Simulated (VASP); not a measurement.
Si4Hg: single point with PBE

The system is Si4Hg.

```
Si Hg
1.0
     1.95718   -3.34871    0.00000
     1.95718    3.34871    0.00000
     0.00000    0.00000    6.92932
Si Hg
4 1
Direct
  0.00000 0.50000 0.80865
  0.50000 0.00000 0.19135
  0.00000 0.50000 0.19135
  0.50000 0.00000 0.80865
  0.50000 0.50000 0.50000
```

The cell was generated, and may not be a known phase.

- Program: VASP 6.6.1
- Task: single point
- Functional: PBE
- Potentials or basis: VASP PAW PBE potentials, release 64 (Si, Hg)
- Cutoff: 500 eV
- k mesh: 6 × 6 × 4
- Occupations: gaussian, width 0.1 eV
- Spin: no spin polarisation

| Quantity | Value |
| --- | --- |
| Pressure | 30.7 GPa |
| Largest force | 0.435 eV/Å |
| Band gap on the k mesh | zero (bands 14 and 15 overlap by 1.96 eV) |

Forces in eV/Å, atoms in the order of the input:
```
Si   0.000  0.000  0.435
Si   0.000  0.000 -0.435
Si   0.000  0.000 -0.435
Si   0.000  0.000  0.435
Hg   0.000  0.000  0.000
```

Stress tensor (GPa, compression positive):
```
92.25  0.00  0.00
 0.00 -1.12  0.00
 0.00  0.00  0.93
```

Levels at points of the mesh, in eV from the Fermi level:
| k point | band 11 | band 12 | band 13 | band 14 | band 15 | band 16 | band 17 | band 18 |
| --- | --- | --- | --- | --- | --- | --- | --- | --- |
| (0.00, 0.00, 0.00) | -0.83 | -0.67 | -0.65 | -0.09 | 1.08 | 1.87 | 2.31 | 3.50 |
| (0.50, 0.00, 0.00) | -3.87 | -2.01 | -1.59 | -0.73 | 0.28 | 1.65 | 1.89 | 2.82 |
| (0.50, 0.50, 0.00) | -4.97 | -4.24 | -2.58 | -2.35 | 0.63 | 1.63 | 1.81 | 2.88 |
| (0.00, 0.00, 0.50) | -3.84 | -0.73 | -0.33 | 0.27 | 2.03 | 2.92 | 3.14 | 3.22 |
| (0.50, 0.00, 0.50) | -2.94 | -1.75 | -1.68 | -1.26 | -1.24 | -0.61 | 0.58 | 5.48 |
| (0.50, 0.50, 0.50) | -4.06 | -2.94 | -2.04 | -1.98 | -0.98 | -0.02 | 1.57 | 3.93 |

Wall time 45 s on 1 thread of Intel(R) Xeon(R) Platinum 8488C (Sapphire Rapids), on a shared host, peak memory 0.23 GiB.

Caveat: the stress differs along the axes, from -1 to 92 GPa; spin-orbit coupling is left out, which moves the levels of the heavy elements.
